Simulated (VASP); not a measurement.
A run of VASP 6.6.1:

File INCAR:

```
SYSTEM = PtS2
ALGO     = Normal         ! electronic algorithm
EDIFF    = 1E-6           ! SCF threshold, eV
ENCUT    = 520            ! plane-wave cutoff, eV
GGA      = PE             ! functional
ISIF     = 2              ! what is computed and relaxed
ISMEAR   = -1             ! smearing method
LASPH    = .TRUE.         ! aspherical terms in the spheres
LCHARG   = .FALSE.        ! write CHGCAR
LREAL    = .FALSE.        ! projectors in reciprocal space
LWAVE    = .FALSE.        ! write WAVECAR
NBANDS   = 18             ! bands
NELM     = 100            ! most SCF steps
PREC     = Accurate       ! precision mode
SIGMA    = 0.02           ! smearing width, eV
```

File KPOINTS:

```
k-points
0
G
  8 8 8
  0 0 0
```

POSCAR

```
PtS2
1.0
    1.7546124325      1.0016747109      5.5230462124
   -1.7742733731      1.0357284589      5.5230462124
    0.0196609406     -2.0374031698      5.5230462124
Pt S
1 2
Direct
    0.0000000000      0.0000000000      0.0000000000
    0.2546904323      0.2618590597      0.2583470545
    0.7453095677      0.7381409403      0.7416529455
```

Potentials or basis: VASP PAW PBE potentials, release 64 (Pt, S).

The run is started by

```bash
$ cat potpaw_PBE.64/Pt/POTCAR potpaw_PBE.64/S/POTCAR > POTCAR
$ mpirun -np 1 vasp_std > vasp.out
```

Hardware: 1 thread of Intel(R) Xeon(R) Platinum 8259CL CPU @ 2.50GHz (Skylake/Cascade Lake) (shared host).

**Question.** Estimate the wall time of this run.

**Answer.** It took 7.8 min on 1 thread of Intel(R) Xeon(R) Platinum 8259CL CPU @ 2.50GHz (Skylake/Cascade Lake), with other jobs on the host, peak memory 0.5 GiB. Counts: scf iterations 14, k points 260.
